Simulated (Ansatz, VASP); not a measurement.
# Two plane-wave programs on Sr

POSCAR

```
Sr
1.0
    7.1128346427      0.0000000000      0.0000000000
   -3.5564173214      6.1598954935      0.0000000000
    0.0000000000      0.0000000000      4.2341646147
Sr
3
Direct
    0.0000000000      0.0000000000      0.0000000000
    0.3333333333      0.6666666667      0.5000000000
    0.6666666667      0.3333333333      0.5000000000
```

The input INCAR.step1:

```
  PREC = Accurate
  ENCUT = 520
  ISMEAR = -1
  SIGMA = 0.1
  LREAL = F
  LASPH = T
  NELM = 60
  NBANDS = 22
  GGA = PE
  ALGO = Normal
  EDIFF = 1E-4
  LWAVE = T
  LCHARG = F
```

File INCAR.step2:

```
  PREC = Accurate
  ENCUT = 520
  EDIFF = 1E-6
  ISMEAR = -1
  SIGMA = 0.1
  LREAL = F
  LASPH = T
  NELM = 60
  ALGO = Normal
  ISIF = 2
  LWAVE = F
  LCHARG = F
  METAGGA = R2SCAN
  LMIXTAU = T
  NBANDS = 22
  ISTART = 1
```

The input KPOINTS:

```
Automatic mesh
0
Gamma
  6 6 9
```

Input for Ansatz:

```yaml
crystal:
  lattice:
    - [7.1128346427, 0.0, 0.0]
    - [-3.5564173214, 6.1598954935, 0.0]
    - [0.0, 0.0, 4.2341646147]
  atoms:
    - { symbol: Sr, position: [0.0, 0.0, 0.0] }
    - { symbol: Sr, position: [0.3333333333, 0.6666666667, 0.5] }
    - { symbol: Sr, position: [0.6666666667, 0.3333333333, 0.5] }
hamiltonian:
  xc: r2scan
  pseudopotentials:
    kind: paw
    azcp:
      Sr: "pseudopotentials/Sr.paw.azcp"
basis:
  ecutwfc: 500
  fft_grid_basis: typed
kpoints:
  mp_grid: { grid: [6, 6, 9], shift: [0, 0, 0] }
magnetization:
  spin_polarized: false
scf:
  occupations: { method: fermi_dirac, width: 0.1 }
  lower_state_search: "off"
output:
  stress: true
  write_density: true
  write_potential: true
  elf: true
  volumetric_format: npy
```

Alike in both runs: task single point; functional r2SCAN; k mesh 6 × 6 × 9; occupations fermi-dirac, width 0.1 eV; no spin polarisation.

|  | VASP | Ansatz |
| --- | --- | --- |
| version | VASP 6.6.1 | Ansatz 0.2.0 |
| potentials or method | VASP PAW PBE potentials, release 64 (Sr_sv), cutoff 520 eV | plane waves (500 eV) with PAW, scalar-relativistic |
| valence electrons in the cell | 30 | 30 |

|  | VASP | Ansatz | Ansatz less VASP |
| --- | --- | --- | --- |
| pressure (GPa) | -0.8 | -0.8 | -0.01 |

VASP's potentials were made for PBE, not for r2SCAN.
